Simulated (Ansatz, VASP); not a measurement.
**BN in VASP and in Ansatz**

File INCAR:

```
PREC = Accurate ; ENCUT = 600
EDIFF = 1E-6 ; ISMEAR = 0
SIGMA = 0.1 ; LREAL = False
LASPH = True ; NELM = 120
ALGO = Normal ; ISIF = 2
LWAVE = False ; LCHARG = False
NBANDS = 11 ; GGA_COMPAT = False
```

The input KPOINTS:

```
Automatic mesh
0
Gamma
  8 8 8
```

The input POSCAR:

```
BN
1.0
    0.0000000000      1.8080000000      1.8080000000
    1.8080000000      0.0000000000      1.8080000000
    1.8080000000      1.8080000000      0.0000000000
B N
1 1
Direct
    0.0000000000      0.0000000000      0.0000000000
    0.2500000000      0.2500000000      0.2500000000
```

Input for Ansatz:

```yaml
crystal:
  lattice:
    - [0.0, 1.808, 1.808]
    - [1.808, 0.0, 1.808]
    - [1.808, 1.808, 0.0]
  atoms:
    - { symbol: B, position: [0.0, 0.0, 0.0] }
    - { symbol: "N", position: [0.25, 0.25, 0.25] }
basis:
  ecutwfc: 420
kpoints:
  mp_grid: { grid: [8, 8, 8] }
hamiltonian:
  xc: lda
  pseudopotentials: { kind: paw, azcp: { folder: soft_1 } }
scf:
  occupations: { method: gaussian, width: 0.1 }
output:
  forces: true
  stress: true
  eigenvalues: true
```

Alike in both runs: task single point; functional LDA; k mesh 8 × 8 × 8; occupations gaussian, width 0.1 eV; no spin polarisation.

```csv
,VASP,Ansatz
version,VASP 6.6.1,Ansatz 0.2.0
potentials or method,"VASP PAW LDA potentials, release 64 (B, N), cutoff 600 eV","scalar-relativistic, plane waves, PAW"
valence electrons in the cell,8,8
```

|  | VASP | Ansatz | Ansatz less VASP |
| --- | --- | --- | --- |
| gap on the k mesh at the Fermi level (eV) | 4.34 | 4.35 | +0.012 |
| least direct gap on the mesh (eV) | 8.68 | 8.69 | +0.007 |
| pressure (GPa) | -10.6 | -11.5 | -0.87 |

Ansatz warns that its potentials were made for another functional, while VASP's fit it. LDA's correlation is that of Perdew and Zunger in VASP and of Perdew and Wang (1992) in Ansatz.
